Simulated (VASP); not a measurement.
# CuMoH6 (F-43m) in VASP: a series of runs, part 2 of 2

VASP 6.6.1. Earlier steps stand in the parts before.

## Step 3: Single point, PBE, collinear spin

File INCAR:

```
PREC = Accurate ; ENCUT = 520
EDIFF = 1E-7 ; ISMEAR = 0
SIGMA = 0.1 ; LREAL = F
LASPH = T ; NELM = 150
ALGO = Normal ; ISIF = 2
LWAVE = F ; LCHARG = F
ISPIN = 2 ; MAGMOM = 0 0 0 0 0 0 0 0.32
LORBIT = 11 ; LMAXMIX = 4
GGA = PE ; NBANDS = 30
```

File KPOINTS:

```
Automatic mesh
0
Gamma
  10 10 10
```

File POSCAR:

```
CuMoH6
1.0
    0.0000000000      3.0962556637      3.0962556637
    3.0962556637      0.0000000000      3.0962556637
    3.0962556637      3.0962556637      0.0000000000
Cu H Mo
1 6 1
Direct
    0.2500000000      0.2500000000      0.2500000000
    0.7889312433      0.2110687567      0.2110687567
    0.2110687567      0.7889312433      0.7889312433
    0.7889312433      0.2110687567      0.7889312433
    0.2110687567      0.7889312433      0.2110687567
    0.7889312433      0.7889312433      0.2110687567
    0.2110687567      0.2110687567      0.7889312433
    0.5000000000      0.5000000000      0.5000000000
```

Potentials or basis: VASP PAW PBE potentials, release 64 (Cu, H, Mo_sv).

The run is started by

```bash
$ cat potpaw_PBE.64/Cu/POTCAR potpaw_PBE.64/H/POTCAR potpaw_PBE.64/Mo_sv/POTCAR > POTCAR
$ mpirun -np 1 vasp_std > vasp.out
```

OUTCAR:

```text
PREC = Accurate
   ENCUT = 520
   EDIFF = 1E-7
   ISMEAR = 0
   LREAL = F
   LASPH = T
   NELM = 150
   ISIF = 2
   ISPIN = 2
   LORBIT = 11
   GGA = PE

 ion  position               nearest neighbor table
   1  0.250  0.250  0.250-   8 2.68   8 2.68   8 2.68   8 2.68
   2  0.789  0.211  0.211-   8 1.79
   3  0.211  0.789  0.789-   8 1.79
   4  0.789  0.211  0.789-   8 1.79
   5  0.211  0.789  0.211-   8 1.79
   6  0.789  0.789  0.211-   8 1.79
   7  0.211  0.211  0.789-   8 1.79
   8  0.500  0.500  0.500-   2 1.79   3 1.79   4 1.79   5 1.79   6 1.79   7 1.79   1 2.68   1 2.68
                             1 2.68   1 2.68

  LATTYP: Found a face centered cubic cell.
 ALAT       =     6.1925113274

  Lattice vectors:

 A1 = (   0.0000000000,   3.0962556637,   3.0962556637)
 A2 = (   3.0962556637,   0.0000000000,   3.0962556637)
 A3 = (   3.0962556637,   3.0962556637,   0.0000000000)

Analysis of symmetry for initial positions (statically):
=====================================================================
 Subroutine PRICEL returns:
 Original cell was already a primitive cell.

 Routine SETGRP: Setting up the symmetry group for a
 face centered cubic supercell.

 Subroutine GETGRP returns: Found 24 space group operations
 (whereof 24 operations were pure point group operations)
 out of a pool of 48 trial point group operations.

The static configuration has the point symmetry T_d .

Analysis of symmetry for dynamics (positions and initial velocities):
=====================================================================
 Subroutine PRICEL returns:
 Original cell was already a primitive cell.

 Routine SETGRP: Setting up the symmetry group for a
 face centered cubic supercell.

 Subroutine GETGRP returns: Found 24 space group operations
 (whereof 24 operations were pure point group operations)
 out of a pool of 48 trial point group operations.

The dynamic configuration has the point symmetry T_d .

Analysis of structural, dynamic, and magnetic symmetry:
[... 904 lines left out ...]

 spin component 2

 k-point     1 :       0.0000    0.0000    0.0000
  band No.  band energies     occupation
      1     -56.6463      1.00000
      2     -30.7920      1.00000
      3     -30.7920      1.00000
      4     -30.7920      1.00000
      5      -5.6738      1.00000
      6      -0.3925      1.00000
[... 709 lines left out ...]
     26      16.9768      0.00000
     27      17.4655      0.00000

 [... further k-points ...]

 [bands above 27 left out]

------------------------ aborting loop because EDIFF is reached ----------------------------------------

  FORCE on cell =-STRESS in cart. coord.  units (eV):
  Direction    XX          YY          ZZ          XY          YZ          ZX
  --------------------------------------------------------------------------------------
  -------------------------------------------------------------------------------------
  Total       -0.0250278     -0.0250278     -0.0250278      0.0000000     -0.0000000      0.0000000
  in kB       -0.6754504     -0.6754504     -0.6754504      0.0000000     -0.0000000      0.0000000
  external PRESSURE =      -0.6754504 kB  Pullay stress =       0.0000000 kB

 VOLUME and BASIS-vectors are now :
 -----------------------------------------------------------------------------
  energy-cutoff  :      520.00
  volume of cell :       59.37
      direct lattice vectors                 reciprocal lattice vectors
     0.000000000  3.096255664  3.096255664    -0.161485373  0.161485373  0.161485373
     3.096255664  0.000000000  3.096255664     0.161485373 -0.161485373  0.161485373
     3.096255664  3.096255664  0.000000000     0.161485373  0.161485373 -0.161485373

 POSITION                                       TOTAL-FORCE (eV/Angst)
 -----------------------------------------------------------------------------------
      1.54813      1.54813      1.54813        -0.000000     -0.000000     -0.000000
      1.30705      3.09626      3.09626        -0.008055      0.000000     -0.000000
      4.88547      3.09626      3.09626         0.008055      0.000000     -0.000000
      3.09626      4.88547      3.09626         0.000000      0.008055     -0.000000
      3.09626      1.30705      3.09626         0.000000     -0.008055     -0.000000
      3.09626      3.09626      4.88547         0.000000      0.000000      0.008055
      3.09626      3.09626      1.30705         0.000000      0.000000     -0.008055
      3.09626      3.09626      3.09626        -0.000000      0.000000     -0.000000
 -----------------------------------------------------------------------------------
    total drift:                                0.000000      0.000000      0.000000

  FREE ENERGIE OF THE ION-ELECTRON SYSTEM (eV)
  ---------------------------------------------------
  free  energy   TOTEN  =       -28.6780291324 eV

  energy  without entropy=      -28.6595641562  energy(sigma->0) =      -28.66879664

 total charge

# of ion       s       p       d       tot
------------------------------------------
    1        0.391   0.373   9.068   9.832
    2        0.482   0.018   0.000   0.500
    3        0.482   0.018   0.000   0.500
    4        0.482   0.018   0.000   0.500
    5        0.482   0.018   0.000   0.500
    6        0.482   0.018   0.000   0.500
    7        0.482   0.018   0.000   0.500
    8        2.373   6.204   3.961  12.538
--------------------------------------------------
tot          5.656   6.684  13.029  25.369

 magnetization (x)

# of ion       s       p       d       tot
------------------------------------------
    1        0.000  -0.000  -0.000  -0.000
    2        0.000  -0.000   0.000   0.000
    3        0.000  -0.000   0.000   0.000
    4        0.000  -0.000   0.000   0.000
    5        0.000  -0.000   0.000   0.000
    6        0.000  -0.000   0.000   0.000
    7        0.000  -0.000   0.000   0.000
    8       -0.000  -0.000  -0.001  -0.001
--------------------------------------------------
tot          0.000  -0.000  -0.001  -0.001
```

OSZICAR:

```text
N       E                     dE             d eps       ncg     rms          rms(c)
DAV:   1     0.246507143439E+03    0.24651E+03   -0.15132E+04  6086   0.120E+03
DAV:   2    -0.185172372971E+02   -0.26502E+03   -0.24455E+03  5954   0.327E+02
DAV:   3    -0.339149292868E+02   -0.15398E+02   -0.13998E+02  6778   0.792E+01
[... 25 lines left out ...]
DAV:  29    -0.286780294928E+02   -0.19129E-05   -0.42259E-06  6156   0.132E-02    0.242E-02
DAV:  30    -0.286780301700E+02   -0.67721E-06   -0.15540E-06  7540   0.207E-02    0.157E-02
DAV:  31    -0.286780296884E+02    0.48161E-06   -0.22254E-06  7036   0.106E-02    0.104E-02
DAV:  32    -0.286780290868E+02    0.60155E-06   -0.77777E-06  7508   0.212E-02    0.517E-03
DAV:  33    -0.286780291182E+02   -0.31319E-07   -0.26548E-06  8078   0.147E-02    0.184E-03
DAV:  34    -0.286780291324E+02   -0.14258E-07   -0.48802E-07  7218   0.435E-03
   1 F= -.28678029E+02 E0= -.28668797E+02  d E =-.184650E-01  mag=    -0.0015
```

It took 7 min on 1 thread of Intel Xeon Platinum 8259CL at 2.50GHz (Skylake/Cascade Lake), shared host; peak memory 0.33 GiB.

Results:

| Item | Value |
| --- | --- |
| Free energy | -28.6780 eV |
| Pressure | -0.1 GPa |
| Largest force | 0.008 eV/Å |
| Net moment | 0.00 μB per cell |
| Valence electrons inside the program's atomic spheres | Cu 9.83; H 0.50; Mo 12.54 |

Forces on the atoms (eV/Å):
```
Cu   0.000  0.000  0.000
H   -0.008  0.000  0.000
H    0.008  0.000  0.000
H    0.000  0.008  0.000
H    0.000 -0.008  0.000
H    0.000  0.000  0.008
H    0.000  0.000 -0.008
Mo   0.000  0.000  0.000
```
